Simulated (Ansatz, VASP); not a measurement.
TaN: VASP beside Ansatz

```xyz
2
Lattice="0.0000 2.0873 2.1743 2.0873 0.0000 2.1743 2.0873 2.0873 0.0000" Properties=species:S:1:pos:R:3 pbc="T T T"
Ta    2.1055    2.0873    2.1743
N    -0.2352    0.0000    0.0000
```

Change from the starting cell: mode 4 frozen in at -0.245 Å, equal normal strain along x and y -0.0400.

Alike in both runs: task single point; functional LDA; k mesh 18 × 18 × 18; occupations gaussian, width 0.15 eV; no spin polarisation.

|  | VASP | Ansatz |
| --- | --- | --- |
| version | VASP 6.6.1 | Ansatz 0.2.0 |
| potentials or method | VASP PAW LDA potentials, release 64 (Ta_pv, N), cutoff 520 eV | scalar-relativistic, plane waves, PAW |
| valence electrons in the cell | 16 | 18 |

Ansatz gave:

| Quantity | Value |
| --- | --- |
| gap on the k mesh at the Fermi level (eV) | none |
| pressure (GPa) | 56.2 |
| traceless stress, the component that is largest in VASP (GPa) | 47.45 |
| rms of the force components (eV/Å) | 3.129 |

Problem. Estimate VASP's values.

Solution. gap on the k mesh at the Fermi level (eV): none; pressure (GPa): 59.5; traceless stress, the component that is largest in VASP (GPa): 48.59; rms of the force components (eV/Å): 3.207.

LDA's correlation is that of Perdew and Zunger in VASP and of Perdew and Wang (1992) in Ansatz. Atom by atom the forces differ by 0.078 eV/Å (rms over components). A gap of «none» marks a metal or a gap that the smearing closes. Both programs put the cell under a high pressure, so it lies far from rest at this level. VASP's potentials hold 16 valence electrons a cell and Ansatz's 18, so a difference there can come from the potentials and not from the codes.

Spin-orbit coupling is off throughout.
